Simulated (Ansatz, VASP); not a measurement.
**Si in VASP and in Ansatz**

Contents of INCAR:

```
PREC = Accurate
ENCUT = 520
EDIFF = 1E-6
ISMEAR = -1
SIGMA = 0.08
LREAL = False
LASPH = True
NELM = 60
ALGO = Normal
ISIF = 2
LWAVE = False
LCHARG = False
GGA = PE
NBANDS = 8
```

The input KPOINTS:

```
regular mesh
0
Gamma
  16 16 15
```

The input POSCAR:

```
Si
1.0
    2.5521946945      0.0000000000      0.0000000000
   -1.2760973473      2.2102654408      0.0000000000
    0.0000000000      0.0000000000      2.4041832769
Si
1
Direct
    0.0000000000      0.0000000000      0.0000000000
```

Input for Ansatz:

```yaml
crystal:
  lattice:
    - [2.5521946945, 0.0, 0.0]
    - [-1.2760973473, 2.2102654408, 0.0]
    - [0.0, 0.0, 2.4041832769]
  atoms:
    - { symbol: Si, position: [0.0, 0.0, 0.0] }
kpoints:
  mp_grid: { grid: [16, 16, 15] }
scf:
  occupations: { method: fermi_dirac, width: 0.08 }
hamiltonian:
  xc: pbe
  pseudopotentials: { kind: all_electron, lapw: { basis_error: 0.001 } }
output:
  forces: true
  stress: true
  eigenvalues: true
  populations: true
```

Change from the starting cell: volume scaled by 0.9, LAPW.

Alike in both runs: task single point; functional PBE; k mesh 16 × 16 × 15; occupations fermi-dirac, width 0.08 eV; no spin polarisation.

|  | VASP | Ansatz |
| --- | --- | --- |
| version | VASP 6.6.1 | Ansatz 0.2.0 |
| potentials or method | VASP PAW PBE potentials, release 64 (Si), cutoff 520 eV | all-electron LAPW, scalar-relativistic |

```tsv
	VASP	Ansatz	Ansatz less VASP
pressure (GPa)	14.4	14.5	+0.08
```

Ansatz ran all-electron here, and VASP with PAW potentials.
